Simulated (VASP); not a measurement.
# LiYbN2 (I4_1/amd) in VASP: density of states with PBE

Aim: the density of states of LiYbN2 with PBE.

All numbers are computed with VASP 6.6.1; they aren't measurements. Logs are shortened: lines on timing, memory, paths and dates and some standing lists are left out, and cuts for length are marked.

**1. The cell of the first run**

Symmetry: I4_1/amd, No. 141, tetragonal system. Conventional cell: a = 4.429 Å, b = 4.429 Å, c = 11.141 Å, α = 90.00°, β = 90.00°, γ = 90.00°. Li (site symmetry -4m2) has 4 N at 2.26 Å within 3.0 Å. Yb (site symmetry -4m2) has 6 N at 2.26 to 2.33 Å within 3.0 Å. Within 3.0 Å of N (site symmetry 2mm) lie 2 Li at 2.26 Å and 3 Yb at 2.26 to 2.33 Å and 2 N at 2.90 Å.

**2. Density of states, PBE, collinear spin, antiferromagnetic start**

File POSCAR:

```
LiYbN2
1.0
    0.0000000000      4.4293787000      0.0000000000
    4.4293787000      0.0000000000      0.0000000000
    2.2146888400      2.2146888400     -5.5704412100
Li Yb N
2 2 4
Direct
    0.6250000000      0.3750000000      0.2500000000
    0.3750000000      0.6250000000      0.7500000000
    0.8750000000      0.1250000000      0.7500000000
    0.1250000000      0.8750000000      0.2500000000
    0.3342500000      0.0842500000      0.8315000000
    0.0842500000      0.3342500000      0.3315000000
    0.6657500000      0.9157500000      0.1685000000
    0.9157500000      0.6657500000      0.6685000000
```

File INCAR.step1:

```
PREC     = Accurate       # precision mode
ENCUT    = 520            # plane-wave cutoff, eV
EDIFF    = 1E-6           # SCF threshold, eV
ISMEAR   = 0              # smearing method
SIGMA    = 0.0592         # smearing width, eV
LREAL    = F              # projectors in reciprocal space
LASPH    = T              # aspherical terms in the spheres
NELM     = 150            # most SCF steps
ALGO     = Normal         # electronic algorithm
ISIF     = 2              # what is computed and relaxed
LWAVE    = F              # write WAVECAR
LCHARG   = T              # write CHGCAR
ISPIN    = 2              # spin polarisation
MAGMOM   = 0 0 1 -1 0 0 0 0 # initial moments
LMAXMIX  = 6              # l up to which the mixer works
GGA      = PE             # functional
NBANDS   = 51             # bands
```

File KPOINTS.step1:

```
regular mesh
0
Gamma
  5 5 5
```

File INCAR.step2:

```
PREC     = Accurate       # precision mode
ENCUT    = 520            # plane-wave cutoff, eV
EDIFF    = 1E-6           # SCF threshold, eV
ISMEAR   = -5             # smearing method
SIGMA    = 0.0592         # smearing width, eV
LREAL    = F              # projectors in reciprocal space
LASPH    = T              # aspherical terms in the spheres
NELM     = 150            # most SCF steps
ALGO     = Normal         # electronic algorithm
ISIF     = 2              # what is computed and relaxed
LWAVE    = F              # write WAVECAR
LCHARG   = F              # write CHGCAR
ISPIN    = 2              # spin polarisation
MAGMOM   = 0 0 1 -1 0 0 0 0 # initial moments
LORBIT   = 10             # projections on sites
LMAXMIX  = 6              # l up to which the mixer works
GGA      = PE             # functional
NBANDS   = 51             # bands
NEDOS    = 1001           # points of the DOS
ICHARG   = 11             # starting density
```

File KPOINTS.step2:

```
regular mesh
0
Gamma
  8 8 8
```

Potentials or basis: VASP PAW PBE potentials, release 64 (Li_sv, Yb, N).

Started as:

```
$ cat potpaw_PBE.64/Li_sv/POTCAR potpaw_PBE.64/Yb/POTCAR potpaw_PBE.64/N/POTCAR > POTCAR
$ cp INCAR.step1 INCAR
$ cp KPOINTS.step1 KPOINTS
$ mpirun -np 1 vasp_std > vasp.out
$ cp INCAR.step2 INCAR
$ cp KPOINTS.step2 KPOINTS
$ mpirun -np 1 vasp_std > vasp.out
```

OUTCAR:

```text
PREC = Accurate
   ENCUT = 520
   EDIFF = 1E-6
   ISMEAR = -5
   LREAL = F
   LASPH = T
   NELM = 150
   ISIF = 2
   ISPIN = 2
   LORBIT = 10
   GGA = PE
   ICHARG = 11

 ion  position               nearest neighbor table
   1  0.625  0.375  0.250-   4 3.13   4 3.13   4 3.13   4 3.13
   2  0.375  0.625  0.750-   3 3.13   3 3.13   3 3.13   3 3.13
   3  0.875  0.125  0.750-   5 2.26   8 2.26   8 2.26   5 2.26   6 2.33   7 2.33   2 3.13   2 3.13
                             2 3.13   2 3.13   4 3.56   4 3.56   4 3.56   4 3.56
   4  0.125  0.875  0.250-   6 2.26   7 2.26   7 2.26   6 2.26   8 2.33   5 2.33   1 3.13   1 3.13
                             1 3.13   1 3.13   3 3.56   3 3.56   3 3.56   3 3.56
   5  0.334  0.084  0.831-   3 2.26   3 2.26   4 2.33
   6  0.084  0.334  0.331-   4 2.26   4 2.26   3 2.33
   7  0.666  0.916  0.169-   4 2.26   4 2.26   3 2.33
   8  0.916  0.666  0.669-   3 2.26   3 2.26   4 2.33

  LATTYP: Found a body centered tetragonal cell.
 ALAT       =     4.4293787000
 C/A-ratio  =     2.5152246341

  Lattice vectors:

 A1 = (  -2.2146888400,   2.2146898600,   5.5704412100)
 A2 = (   2.2146898600,  -2.2146888400,   5.5704412100)
 A3 = (   2.2146888400,   2.2146888400,  -5.5704412100)

Analysis of symmetry for initial positions (statically):
=====================================================================
 Subroutine PRICEL returns:
 Original cell was already a primitive cell.

 Routine SETGRP: Setting up the symmetry group for a
 body centered tetragonal supercell.

 Subroutine GETGRP returns: Found 16 space group operations
 (whereof  4 operations were pure point group operations)
 out of a pool of 16 trial point group operations.

The static configuration has the point symmetry C_2h.
 The point group associated with its full space group is D_4h.

Analysis of symmetry for dynamics (positions and initial velocities):
=====================================================================
 Subroutine PRICEL returns:
 Original cell was already a primitive cell.

 Routine SETGRP: Setting up the symmetry group for a
 body centered tetragonal supercell.

 Subroutine GETGRP returns: Found 16 space group operations
 (whereof  4 operations were pure point group operations)
 out of a pool of 16 trial point group operations.

The dynamic configuration has the point symmetry C_2h.
 The point group associated with its full space group is D_4h.

Analysis of structural, dynamic, and magnetic symmetry:
=====================================================================
 Subroutine PRICEL returns:
 Original cell was already a primitive cell.

 Routine SETGRP: Setting up the symmetry group for a
 body centered tetragonal supercell.

 Subroutine GETGRP returns: Found 16 space group operations
 (whereof  4 operations were pure point group operations)
 out of a pool of 16 trial point group operations.

The overall configuration has the point symmetry C_2h.
 The point group associated with its full space group is D_4h.

 Subroutine INISYM returns: Found 16 space group operations
 (whereof  4 operations are pure point group operations),
 and found     1 'primitive' translations

----------------------------------------------------------------------------------------

                                     Primitive cell

  volume of cell :     109.2887

  direct lattice vectors                    reciprocal lattice vectors
     0.000000000  4.429378700  0.000000000     0.000000000  0.225765298  0.089759476
     4.429378700  0.000000000  0.000000000     0.225765298  0.000000000  0.089759476
     2.214688840  2.214688840 -5.570441210     0.000000000  0.000000000 -0.179518994

  length of vectors
     4.429378700  4.429378700  6.390579676     0.242954179  0.242954179  0.179518994

  position of ions in fractional coordinates (direct lattice)
     0.625000000  0.375000000  0.250000000
     0.375000000  0.625000000  0.750000000
     0.875000000  0.125000000  0.750000000
     0.125000000  0.875000000  0.250000000
     0.334250000  0.084250000  0.831500000
     0.084250000  0.334250000  0.331500000
     0.665750000  0.915750000  0.168500000
[... 74 lines left out ...]
   NGX,Y,Z   is equivalent  to a cutoff of  13.51, 13.51, 12.49 a.u.
   NGXF,Y,Z  is equivalent  to a cutoff of  27.02, 27.02, 24.97 a.u.
 SYSTEM =  unknown system
   PREC   = accura    normal or accurate (medium, high low for compatibility)
   ISTART =      0    job   : 0-new  1-cont  2-samecut
   ICHARG =     11    charge: 1-file 2-atom 10-const
   ISPIN  =      2    spin polarized calculation?
   LNONCOLLINEAR =      F non collinear calculations
   LSORBIT =      F    spin-orbit coupling
   LASPH  =      T    aspherical Exc in radial PAW
   ENCUT  =  520.0 eV  38.22 Ry    6.18 a.u.   8.24  8.24 11.88*2*pi/ulx,y,z
   NELM   =    150;   NELMIN=  2; NELMDL=  0     # of ELM steps
   EDIFF  = 0.1E-05   stopping-criterion for ELM
   LREAL  =      F    real-space projection
   EDIFFG = 0.1E-04   stopping-criterion for IOM
   NSW    =      0    number of steps for IOM
   IBRION =     -1    ionic relax: 0-MD 1-quasi-New 2-CG
   NFREE  =      0    steps in history (QN), initial steepest desc. (CG)
   ISIF   =      2    stress and relaxation
   ISYM   =      2    0-nonsym 1-usesym 2-fastsym
   POTIM  = 0.5000    time-step for ionic-motion
   TEBEG  =    0.0;   TEEND  =   0.0 temperature during run
   PSTRESS=    0.0 pullay stress
   NELECT =      74.0000    total number of electrons
   NUPDOWN=      -1.0000    fix difference up-down
   EMIN   =  10.00;   EMAX   =-10.00  energy-range for DOS
   EFERMI =   0.00;   METHOD = LEGACY
   ISMEAR =    -5;   SIGMA  =   0.06  broadening in eV -4-tet -1-fermi 0-gaus
   EFERMI_NEDOS =   21; number of points for ismear=-14 and -15
   IALGO  =     38    algorithm
   IMIX   =      4    mixing-type and parameters
     AMIX     =   0.40;   BMIX     =  1.00
     AMIX_MAG =   1.60;   BMIX_MAG =  1.00
  volume/ion in A,a.u.               =      13.66        92.19
  Fermi-wavevector in a.u.,A,eV,Ry     =   1.437563  2.716601 28.117643  2.066588
  Thomas-Fermi vector in A             =   2.556627
   LORBIT       =     10    0 simple, 1 ext, 2 COOP (PROOUT), +10 PAW based schemes
   GGA     = PE    functional components
   LHFCALC =     F    Hartree Fock is set to
   AEXX    =    0.0000 exact exchange contribution
   IVDW    =     0    specifies the selected vdW correction
   LEPSILON=     F    determine dielectric tensor
   LRPA    =     F    only Hartree local field effects (RPA)
 spin polarized calculation
 Fermi weights with tetrahedron method with Bloechl corrections
  energy-cutoff  :      520.00
  volume of cell :      109.29
 maximum number of plane-waves:      2960
 NGX is ok and might be reduce to    36

 number of electron      74.0000016 magnetization       0.0000000

 Free energy of the ion-electron system (eV)
  ---------------------------------------------------
  ext. energy  EPLUGINS =         0.00000000
  ---------------------------------------------------
  free energy    TOTEN  =       -46.18840416 eV

  energy without entropy =      -46.18840416  energy(sigma->0) =      -46.18840416

 E-fermi :   1.1555     XC(G=0): -10.2614

 val. band max:        1.1683528445   @ k =  -0.1250   0.1250   0.0000
 cond. band min:       1.1447728972   @ k =   0.3750   0.2500  -0.0000
 fundamental gap:     -0.0235799473
 Fermi energy:         1.1554618025

 spin component 1

 k-point     1 :       0.0000    0.0000    0.0000
  band No.  band energies     occupation
      1     -49.4381      1.00000
      2     -49.4159      1.00000
      3     -43.1411      1.00000
      4     -43.1391      1.00000
      5     -21.7689      1.00000
      6     -21.5820      1.00000
[... 1237 lines left out ...]
     48       9.1355      0.00000
     49       9.9805      0.00000

 [... further k-points ...]

 spin component 2

 k-point     1 :       0.0000    0.0000    0.0000
  band No.  band energies     occupation
      1     -49.4381      1.00000
      2     -49.4159      1.00000
      3     -43.1411      1.00000
      4     -43.1391      1.00000
      5     -21.7689      1.00000
      6     -21.5820      1.00000
[... 1237 lines left out ...]
     48       9.1355      0.00000
     49       9.9801      0.00000

 [... further k-points ...]

 [bands above 49 left out]

------------------------ aborting loop because EDIFF is reached ----------------------------------------

  FORCE on cell =-STRESS in cart. coord.  units (eV):
  Direction    XX          YY          ZZ          XY          YZ          ZX
  --------------------------------------------------------------------------------------
  -------------------------------------------------------------------------------------
  Total       -6.3950201     -6.3950201     -6.0633632     -0.0000000     -0.0000006     -0.0000006
  in kB      -93.7512951    -93.7512951    -88.8891889     -0.0000000     -0.0000081     -0.0000081
  external PRESSURE =     -92.1305930 kB  Pullay stress =       0.0000000 kB

 VOLUME and BASIS-vectors are now :
 -----------------------------------------------------------------------------
  energy-cutoff  :      520.00
  volume of cell :      109.29
      direct lattice vectors                 reciprocal lattice vectors
     0.000000000  4.429378700  0.000000000     0.000000000  0.225765298  0.089759476
     4.429378700  0.000000000  0.000000000     0.225765298  0.000000000  0.089759476
     2.214688840  2.214688840 -5.570441210     0.000000000  0.000000000 -0.179518994

 POSITION                                       TOTAL-FORCE (eV/Angst)
 -----------------------------------------------------------------------------------
      2.21469      3.32203     -1.39261         0.000000     -0.000000      0.000000
      4.42938      3.32203     -4.17783         0.000000     -0.000000      0.000000
      2.21469      5.53672     -4.17783        -0.000000     -0.000000      0.000000
      4.42938      1.10734     -1.39261        -0.000000      0.000000      0.000000
      2.21469      3.32203     -4.63182         0.000000      0.000000      0.068025
      2.21469      1.10734     -1.84660         0.000000      0.000000      0.068025
      4.42938      3.32203     -0.93862        -0.000000     -0.000000     -0.068025
      4.42938      5.53672     -3.72384        -0.000000     -0.000000     -0.068025
 -----------------------------------------------------------------------------------
    total drift:                                0.000000      0.000000      0.000000

  FREE ENERGIE OF THE ION-ELECTRON SYSTEM (eV)
  ---------------------------------------------------
  free  energy   TOTEN  =       -46.1884041577 eV

  energy  without entropy=      -46.1884041577  energy(sigma->0) =      -46.18840416

 total charge

# of ion       s       p       d       f       tot
--------------------------------------------------
    1        2.016   0.049   0.000   0.000   2.065
    2        2.016   0.049   0.000   0.000   2.065
    3        2.176   6.119   0.733  13.241  22.268
    4        2.176   6.119   0.733  13.241  22.268
    5        1.288   2.269   0.000   0.000   3.557
    6        1.288   2.269   0.000   0.000   3.557
    7        1.288   2.269   0.000   0.000   3.557
    8        1.288   2.269   0.000   0.000   3.557
--------------------------------------------------
tot         13.534  21.411   1.465  26.482  62.892

 magnetization (x)

# of ion       s       p       d       f       tot
--------------------------------------------------
    1        0.000   0.000   0.000   0.000   0.000
    2       -0.000  -0.000   0.000   0.000  -0.000
    3       -0.000  -0.000  -0.000   0.002   0.002
    4        0.000   0.000   0.000  -0.002  -0.002
    5        0.000   0.002   0.000   0.000   0.003
    6       -0.000  -0.002   0.000   0.000  -0.003
    7       -0.000  -0.002   0.000   0.000  -0.003
    8        0.000   0.002   0.000   0.000   0.003
--------------------------------------------------
tot          0.000   0.000   0.000   0.000   0.000
```

Wall time 17 min (1 thread of Intel Xeon 6975P-C (Granite Rapids), shared host); peak memory 0.61 GiB.

What came out:

- Net moment: 0.00 μB per cell
- Valence electrons inside the program's atomic spheres: Li 2.06; Yb 22.27; N 3.56

Levels at points of the mesh, in eV from the Fermi level:
Spin up:
| k point | band 34 | band 35 | band 36 | band 37 | band 38 | band 39 | band 40 | band 41 |
| --- | --- | --- | --- | --- | --- | --- | --- | --- |
| (0.00, 0.00, 0.00) | -0.69 | -0.52 | 0.15 | 0.15 | 0.63 | 0.93 | 0.93 | 4.52 |
| (0.50, 0.00, 0.00) | -0.68 | -0.60 | -0.33 | -0.29 | -0.11 | 0.49 | 0.82 | 5.60 |
| (0.50, 0.50, 0.00) | -0.71 | -0.60 | -0.60 | -0.40 | -0.40 | 0.44 | 0.44 | 5.91 |
| (0.00, 0.00, 0.50) | -0.45 | -0.27 | -0.27 | 0.10 | 0.10 | 0.99 | 0.99 | 5.51 |
Spin down:
```tsv
k point	band 34	band 35	band 36	band 37	band 38	band 39	band 40	band 41
(0.00, 0.00, 0.00)	-0.69	-0.52	0.15	0.15	0.63	0.93	0.93	4.52
(0.50, 0.00, 0.00)	-0.68	-0.60	-0.33	-0.29	-0.11	0.49	0.82	5.60
(0.50, 0.50, 0.00)	-0.71	-0.60	-0.60	-0.40	-0.40	0.44	0.44	5.91
(0.00, 0.00, 0.50)	-0.45	-0.27	-0.27	0.10	0.10	0.99	0.99	5.51
```

Caveat: the cutoff is under 1.25 times the usual one of these potentials, so pressure, stress and relaxed cells hold a basis-set (Pulay) error; spin-orbit coupling is left out, which moves the levels of the heavy elements; without U or exact exchange the open f shell lies at the Fermi level, which spoils levels, moments and volumes; tetrahedron occupations give inexact forces and stress in metals.
